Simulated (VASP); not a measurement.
Wanted: the native input for a VASP 6.6.1 run.

* Task: single point
* Functional: PBE
* Potentials or basis: VASP PAW PBE potentials, release 64 (Al, Ni)
* Cutoff: 520 eV
* k mesh: 10 × 10 × 10
* Occupations: fermi-dirac, width 0.03 eV
* Spin: collinear spin, ferromagnetic start
* Starting moments: [0.0, 0.147, 0.147, 0.146] μB
* Fixed moment: 0.44 μB
* Dipole correction: no
* Further INCAR settings: ALGO = Normal; EDIFF = 1e-07; NBANDS = 28

The structure of AlNi3 lies in POSCAR:

```
AlNi3
1.0
    3.5230547267      0.0000000000      0.0000000000
    0.0000000000      3.5230547267      0.0000000000
    0.0000000000      0.0000000000      3.5230547267
Al Ni
1 3
Direct
    0.0000000000      0.0000000000      0.0000000000
    0.0000000000      0.5000000000      0.5000000000
    0.5000000000      0.0000000000      0.5000000000
    0.5000000000      0.5000000000      0.0000000000
```

These files were run (other wordings do the same):

INCAR

```
SYSTEM = AlNi3
  ALGO = Normal
  EDIFF = 1E-7
  ENCUT = 520
  GGA = PE
  ISIF = 2
  ISMEAR = -1
  ISPIN = 2
  LASPH = .True.
  LCHARG = .False.
  LMAXMIX = 4
  LORBIT = 11
  LREAL = .False.
  LWAVE = .False.
  MAGMOM = 0 0.147 0.147 0.146
  NBANDS = 28
  NELM = 150
  NUPDOWN = 0.44
  PREC = Accurate
  SIGMA = 0.03
```

KPOINTS

```
k-points
0
Gamma
  10 10 10
  0 0 0
```

Potentials or basis: VASP PAW PBE potentials, release 64 (Al, Ni).

Launch:

```bash
$ cat potpaw_PBE.64/Al/POTCAR potpaw_PBE.64/Ni/POTCAR > POTCAR
$ mpirun -np 1 vasp_std > vasp.out
```

It gave:

The pressure is 7.1 GPa, the net moment is 0.44 μB per cell and the site moments are Al -0.01; Ni +0.16 μB. The valence electrons inside the program's atomic spheres are Al 0.82; Ni 9.45.

Caveat: the total moment is fixed, so each spin has its own Fermi level.

Wall time 9.3 min on 1 thread of Oxide Virtual Turin-like Processor, with other jobs on the host, peak memory 0.29 GiB.
